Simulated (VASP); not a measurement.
A run of VASP 6.6.1:

Contents of INCAR:

```
PREC     = Accurate       # precision mode
ENCUT    = 520            # plane-wave cutoff, eV
EDIFF    = 1E-7           # SCF threshold, eV
ISMEAR   = 0              # smearing method
SIGMA    = 0.1            # smearing width, eV
LREAL    = F              # projectors in reciprocal space
LASPH    = T              # aspherical terms in the spheres
NELM     = 60             # most SCF steps
ALGO     = Normal         # electronic algorithm
ISIF     = 2              # what is computed and relaxed
LWAVE    = F              # write WAVECAR
LCHARG   = T              # write CHGCAR
GGA      = PE             # functional
LELF     = T              # ELF
LVHAR    = T            
NBANDS   = 42             # bands
```

KPOINTS

```
Automatic mesh
0
Gamma
  6 6 6
```

POSCAR

```
TaGe4
1.0
   -3.7874405000      3.7874405000      1.6937948800
    3.7874405000     -3.7874405000      1.6937948800
    3.7874405000      3.7874405000     -1.6937948800
Ta Ge
1 4
Direct
    0.5000000000      0.5000000000      0.0000000000
    0.7000000000      0.9000000000      0.6000000000
    0.9000000000      0.3000000000      0.2000000000
    0.1000000000      0.7000000000      0.8000000000
    0.3000000000      0.1000000000      0.4000000000
```

Potentials or basis: VASP PAW PBE potentials, release 64 (Ta_pv, Ge_d).

Launch:

```bash
$ cat potpaw_PBE.64/Ta_pv/POTCAR potpaw_PBE.64/Ge_d/POTCAR > POTCAR
$ mpirun -np 1 vasp_std > vasp.out
```

Hardware: 1 thread of AMD EPYC 9R45 96-Core Processor (Zen 5), on a shared host.

Q: How long does it take, and how much memory?

A: Wall time 2 min on 1 thread of AMD EPYC 9R45 96-Core Processor (Zen 5) (shared host), peak memory 0.29 GiB. Counts: scf iterations 15, k points 36.
